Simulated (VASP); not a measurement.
Input of a VASP 6.6.1 run:

The input INCAR:

```
SYSTEM = SmNb
ALGO     = Normal         ! electronic algorithm
EDIFF    = 1E-7           ! SCF threshold, eV
EDIFFG   = -0.08          ! ionic threshold
ENCUT    = 500            ! plane-wave cutoff, eV
GGA      = PE             ! functional
GGA_COMPAT= .False.      
IBRION   = 2              ! ionic algorithm
ISIF     = 3              ! what is computed and relaxed
ISMEAR   = 0              ! smearing method
LASPH    = .True.         ! aspherical terms in the spheres
LCHARG   = .False.        ! write CHGCAR
LMAXMIX  = 6              ! l up to which the mixer works
LREAL    = .False.        ! projectors in reciprocal space
LWAVE    = .False.        ! write WAVECAR
NELM     = 200            ! most SCF steps
NELMIN   = 4            
NSW      = 36             ! ionic steps
PREC     = Accurate       ! precision mode
SIGMA    = 0.2            ! smearing width, eV
```

File KPOINTS:

```
k-points
0
Gamma
  6 6 3
  0 0 0
```

POSCAR

```
SmNb
1.0
    3.9832436300      0.0000000000      0.0000000000
   -1.9916218200      3.4495901800      0.0000000000
    0.0000000000      0.0000000000      7.4311953900
Sm Nb
2 2
Direct
    0.3333333300      0.6666666700      0.6368680000
    0.6666666700      0.3333333300      0.3631320000
    0.3333333300      0.6666666700      0.0858369300
    0.6666666700      0.3333333300      0.9141630700
```

Potentials or basis: VASP PAW PBE potentials, release 64 (Sm_3, Nb_sv), 4f in core.

The run is started by

```console
$ cat potpaw_PBE.64/Sm_3/POTCAR potpaw_PBE.64/Nb_sv/POTCAR > POTCAR
$ mpirun -np 1 vasp_std > vasp.out
```

**Question.** Predict the band gap on the k mesh.

**Answer.** Zero (bands 24 and 25 overlap by 0.19 eV).

**Question.** Predict the relaxed volume.

**Answer.** 25.63 Å³/atom.

**Question.** What does it give for the relaxed cell?

**Answer.** a = 3.423 Å, b = 3.423 Å, c = 10.104 Å, α = 90.00°, β = 90.00°, γ = 120.00°.

**Question.** Predict the space group after relaxing (to 0.1 Å).

**Answer.** P-3m1 (No. 164).

The path:
```tsv
step	energy change (eV)	largest force (eV/Å)	pressure (GPa)	volume (Å³)
1	0.0000	1.3736	3.28	102.11
2	-0.4599	0.7310	-2.82	109.87
3	-0.4811	0.8515	-4.19	112.10
4	-0.8806	1.1768	-3.30	109.14
5	-1.3062	2.0229	3.91	97.84
6	-1.3402	1.8545	1.70	100.62
7	-1.6608	0.8552	1.21	100.93
8	-1.6649	0.7166	1.26	100.90
9	-1.7171	0.4465	-0.18	103.14
10	-1.7273	0.2275	-1.07	104.78
11	-1.7331	0.2242	0.43	103.05
12	-1.7348	0.1513	-0.07	103.60
13	-1.7375	0.1290	-0.01	103.33
14	-1.7407	0.0680	0.21	102.52
```

Caveat: a cell axis changed by over 15 % at a fixed basis, so the end point is rough; spin-orbit coupling is left out, which moves the levels of the heavy elements; the 4f electrons are frozen in the core, so they carry no moment and show no levels; the relaxation stopped at a loose force limit of 0.08 eV/Å, so its end isn't a converged minimum. Spin polarisation is off, so any magnetic state and its effect on volume and gap are missing.
